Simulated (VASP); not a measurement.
**Pt: single point with PBEsol**

Pt:

```
CELL_PARAMETERS angstrom
-1.58422 1.58422 1.60006
1.58422 -1.58422 1.60006
1.58422 1.58422 -1.60006
ATOMIC_POSITIONS crystal
Pt 0.00000 0.00000 0.00000
```

This cell differs from its parent crystal: strain +0.0100 x Voigt [0, 0, 1, 0, 0, 0].

- Program: VASP 6.6.1
- Task: single point
- Functional: PBEsol
- Potentials or basis: VASP PAW PBE potentials, release 64 (Pt)
- Cutoff: 520 eV
- k mesh: 22 × 22 × 22
- Occupations: gaussian, width 0.15 eV
- Spin: no spin polarisation
- Dipole correction: no
- Further INCAR settings: ALGO = Fast; EDIFF = 1e-06; NBANDS = 11

The pressure is -13.4 GPa and the band gap on the k mesh is zero (band 5 reaches 10.72 eV, above the bottom of band 6 at 8.67 eV).

Stress tensor (GPa, compression positive):
```
-13.69   0.00   0.00
  0.00 -13.69   0.00
  0.00   0.00 -12.75
```

Levels at points of the mesh, in eV from the Fermi level:
```
           k point  band 1  band 2  band 3  band 4  band 5  band 6  band 7  band 8  band 9  band 10
(0.00, 0.00, 0.00)   -9.38   -3.41   -3.41   -3.33   -0.98   -0.88   16.98   17.17   17.17    26.85
(0.50, 0.00, 0.00)   -6.42   -4.74   -1.16   -0.63    0.25    1.03    6.11   13.28   15.76    23.86
(0.50, 0.50, 0.00)   -6.41   -4.83   -1.05   -0.59    0.32    1.05    6.20   13.17   15.52    24.13
(0.50, 0.50, 0.50)   -5.90   -5.90    0.51    0.54    0.54    7.39    7.69    7.69   12.49    18.68
```

It took 46 s on 1 thread of Intel(R) Xeon(R) 6975P-C (Granite Rapids) (shared host), peak memory 0.25 GiB.

Caveat: the cell differs from its parent crystal (strain +0.0100 x Voigt [0, 0, 1, 0, 0, 0]); the PAW data sets were made with another functional, which shifts forces and pressure a little; spin-orbit coupling is left out, which moves the levels of the heavy elements.
